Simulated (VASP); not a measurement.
Here is a VASP 6.6.1 calculation.

The input POSCAR:

```
SiGe2
1.0
    0.0000000000      3.0760688191      3.0760688191
    3.0760688191      0.0000000000      3.0760688191
    3.0760688191      3.0760688191      0.0000000000
Si Ge
1 2
Direct
    0.0000000000      0.0000000000      0.0000000000
    0.2500000000      0.2500000000      0.2500000000
    0.7500000000      0.7500000000      0.7500000000
```

INCAR.step1

```
SYSTEM = SiGe2
ALGO = Normal
EDIFF = 1E-4
ENCUT = 520
GGA = PE
ISMEAR = 0
LASPH = .True.
LCHARG = .False.
LREAL = .False.
LWAVE = .True.
NBANDS = 23
NELM = 60
PREC = Accurate
SIGMA = 0.1
```

File INCAR.step2:

```
SYSTEM = SiGe2
ALGO = Normal
EDIFF = 1E-6
ENCUT = 520
ISIF = 2
ISMEAR = 0
ISTART = 1
LASPH = .True.
LCHARG = .False.
LMIXTAU = .True.
LREAL = .False.
LWAVE = .False.
METAGGA = R2SCAN
NBANDS = 23
NELM = 60
PREC = Accurate
SIGMA = 0.1
```

The input KPOINTS:

```
k-points
0
Gamma
  6 6 6
  0 0 0
```

Potentials or basis: VASP PAW PBE potentials, release 64 (Si, Ge_d).

Run with:

```bash
$ cat potpaw_PBE.64/Si/POTCAR potpaw_PBE.64/Ge_d/POTCAR > POTCAR
$ cp INCAR.step1 INCAR
$ mpirun -np 1 vasp_std > vasp.out
$ cp INCAR.step2 INCAR
$ mpirun -np 1 vasp_std > vasp.out
```

**Question.** Predict the pressure.

**Answer.** 0.0 GPa.

**Question.** What does it give for the band gap on the k mesh?

**Answer.** Zero (bands 16 and 17 overlap by 2.11 eV).

Caveat: the PAW data sets were made with another functional, which shifts forces and pressure a little.
